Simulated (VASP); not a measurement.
Here is a VASP 6.6.1 calculation.

File INCAR:

```
SYSTEM = Cl
PREC     = Accurate       ! precision mode
ENCUT    = 520            ! plane-wave cutoff, eV
EDIFF    = 1E-6           ! SCF threshold, eV
ISMEAR   = -1             ! smearing method
SIGMA    = 0.02           ! smearing width, eV
LREAL    = .False.        ! projectors in reciprocal space
LASPH    = .True.         ! aspherical terms in the spheres
NELM     = 60             ! most SCF steps
ALGO     = Normal         ! electronic algorithm
ISIF     = 2              ! what is computed and relaxed
LWAVE    = .False.        ! write WAVECAR
LCHARG   = .False.        ! write CHGCAR
GGA      = PE             ! functional
NBANDS   = 14             ! bands
```

File KPOINTS:

```
regular mesh
0
Gamma
  8 8 6
  0 0 0
```

File POSCAR:

```
Cl
1.0
    3.7291861074      0.0000000000      0.0000000000
   -1.8645930537      3.2295699044      0.0000000000
    0.0000000000      0.0000000000      3.8943604714
Cl
2
Direct
    0.3333333333      0.6666666667      0.2500000000
    0.6666666667      0.3333333333      0.7500000000
```

Potentials or basis: VASP PAW PBE potentials, release 64 (Cl).

Launch:

```bash
$ cat potpaw_PBE.64/Cl/POTCAR > POTCAR
$ mpirun -np 1 vasp_std > vasp.out
```

Q: What does it give for the band gap on the k mesh?

A: Zero (band 7 reaches 1.81 eV, above the bottom of band 8 at -0.03 eV).

Q: What does it give for the pressure?

A: -0.5 GPa.

Stress tensor (GPa, compression positive):
```
-0.57  0.00  0.00
 0.00 -0.57  0.00
 0.00  0.00 -0.42
```
